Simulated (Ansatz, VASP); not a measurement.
## One calculation of Bi, two programs

File INCAR:

```
PREC = Accurate
ENCUT = 520
EDIFF = 1E-7
ISMEAR = -1
SIGMA = 0.03
LREAL = False
LASPH = True
NELM = 100
ALGO = Normal
ISIF = 2
LWAVE = False
LCHARG = False
GGA = PS
NBANDS = 22
```

KPOINTS

```
regular mesh
0
Gamma
  10 10 10
```

Contents of POSCAR:

```
Bi
1.0
    2.2957296752      1.3254401460      3.9540000000
   -2.2957296752      1.3254401460      3.9540000000
    0.0000000000     -2.6508802918      3.9540000000
Bi
2
Direct
    0.2338900000      0.2338900000      0.2338900000
    0.7661100000      0.7661100000      0.7661100000
```

Input for Ansatz:

```yaml
crystal:
  lattice:
    - [2.2957296752, 1.325440146, 3.954]
    - [-2.2957296752, 1.325440146, 3.954]
    - [0.0, -2.6508802918, 3.954]
  atoms:
    - { symbol: Bi, position: [0.23389, 0.23389, 0.23389] }
    - { symbol: Bi, position: [0.76611, 0.76611, 0.76611] }
kpoints:
  mp_grid: { grid: [10, 10, 10] }
  band_path:
    path:
      - [0.0, 0.0, 0.0]
      - [0.5, 0.5, 0.5]
      - [0.7584205985, 0.2415794015, 0.5]
      - [0.5, -0.2415794015, 0.2415794015]
      - [0.5, 0.0, 0.0]
      - [0.0, 0.0, 0.0]
      - [0.3707897008, -0.3707897008, 0.0]
      - [0.6292102992, 0.0, 0.3707897008]
      - [0.5, 0.0, 0.5]
    npoints: 5
scf:
  occupations: { method: fermi_dirac, width: 0.03 }
hamiltonian:
  xc: pbesol
  pseudopotentials: { kind: all_electron, lapw: { basis_error: 0.0005 } }
output:
  forces: true
  stress: true
  eigenvalues: true
```

Change from the starting cell: equal xx and yy strain of +1 %.

Alike in both runs: task single point; functional PBEsol; k mesh 10 × 10 × 10; occupations fermi-dirac, width 0.03 eV; no spin polarisation.

|  | VASP | Ansatz |
| --- | --- | --- |
| version | VASP 6.6.1 | Ansatz 0.2.0 |
| potentials or method | VASP PAW PBE potentials, release 64 (Bi_d), cutoff 520 eV | all-electron LAPW, scalar-relativistic |

Ansatz gave:

```
pressure (GPa)                                                : -1.6
traceless stress, the component that is largest in VASP (GPa) : 0.33
rms of the force components (eV/Å)                            : 0.024
```

Task: Estimate VASP's values.

Result: Pressure (GPa): -1.6; traceless stress, the component that is largest in VASP (GPa): 0.33; rms of the force components (eV/Å): 0.027.

VASP's potentials were made for PBE, not for PBEsol. Atom by atom the forces differ by 0.003 eV/Å (rms over components). Ansatz ran all-electron here, and VASP with PAW potentials.

Neither program's run includes spin-orbit coupling.
